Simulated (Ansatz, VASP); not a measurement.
## Two plane-wave programs on NaCl

Contents of POSCAR:

```
NaCl
1.0
    0.0000000000      2.9804531401      2.9804531401
    2.9804531401      0.0000000000      2.9804531401
    2.9804531401      2.9804531401      0.0000000000
Na Cl
1 1
Direct
    0.0000000000      0.0000000000      0.0000000000
    0.2500000000      0.2500000000      0.2500000000
```

Contents of INCAR.step1:

```
PREC     = Accurate       # precision mode
ENCUT    = 520            # plane-wave cutoff, eV
ISMEAR   = 0              # smearing method
SIGMA    = 0.01           # smearing width, eV
LREAL    = False          # projectors in reciprocal space
LASPH    = True           # aspherical terms in the spheres
NELM     = 60             # most SCF steps
NBANDS   = 14             # bands
GGA      = PE             # functional
ALGO     = Normal         # electronic algorithm
EDIFF    = 1E-4           # SCF threshold, eV
LWAVE    = True           # write WAVECAR
LCHARG   = False          # write CHGCAR
```

The input INCAR.step2:

```
PREC     = Accurate       # precision mode
ENCUT    = 520            # plane-wave cutoff, eV
EDIFF    = 1E-7           # SCF threshold, eV
ISMEAR   = 0              # smearing method
SIGMA    = 0.01           # smearing width, eV
LREAL    = False          # projectors in reciprocal space
LASPH    = True           # aspherical terms in the spheres
NELM     = 60             # most SCF steps
ALGO     = Normal         # electronic algorithm
ISIF     = 2              # what is computed and relaxed
LWAVE    = False          # write WAVECAR
LCHARG   = True           # write CHGCAR
METAGGA  = R2SCAN         # meta-GGA
LMIXTAU  = True         
LELF     = True           # ELF
LVHAR    = True         
NBANDS   = 14             # bands
ISTART   = 1
```

File KPOINTS:

```
regular mesh
0
Gamma
  8 8 8
```

Input for Ansatz:

```yaml
crystal:
  lattice:
    - [0.0, 2.9804531401, 2.9804531401]
    - [2.9804531401, 0.0, 2.9804531401]
    - [2.9804531401, 2.9804531401, 0.0]
  atoms:
    - { symbol: Na, position: [0.0, 0.0, 0.0] }
    - { symbol: Cl, position: [0.25, 0.25, 0.25] }
kpoints:
  mp_grid: { grid: [8, 8, 8] }
  band_path:
    path:
      - [0.0, 0.0, 0.0]
      - [-0.5, -0.5, 0.0]
      - [-0.375, -0.375, 0.25]
      - [-0.375, 0.0, 0.375]
      - [0.0, 0.0, 0.5]
      - [-0.5, -0.25, 0.25]
    npoints: 1
hamiltonian:
  xc: r2scan
scf:
  occupations: { method: fixed }
  n_extra_bands: 4
output:
  forces: true
  stress: true
  eigenvalues: true
```

Change from the starting cell: hydrostatic strain -3.5%.

Alike in both runs: task single point; functional r2SCAN; k mesh 8 × 8 × 8; no spin polarisation.

|  | VASP | Ansatz |
| --- | --- | --- |
| version | VASP 6.6.1 | Ansatz 0.2.0 |
| potentials or method | VASP PAW PBE potentials, release 64 (Na_pv, Cl) | plane waves, PAW |
| plane-wave cutoff (eV) | 520 | 500 |
| occupations | gaussian, width 0.01 eV | fixed |
| valence electrons in the cell | 14 | 16 |

|  | VASP | Ansatz | Ansatz less VASP |
| --- | --- | --- | --- |
| gap on the k mesh at the Fermi level (eV) | 5.83 | 5.82 | -0.014 |
| pressure (GPa) | 2.4 | 2.5 | +0.16 |

VASP's potentials were made for PBE, not for r2SCAN. VASP's potentials hold 14 valence electrons a cell and Ansatz's 16, so a difference there can come from the potentials and not from the codes.
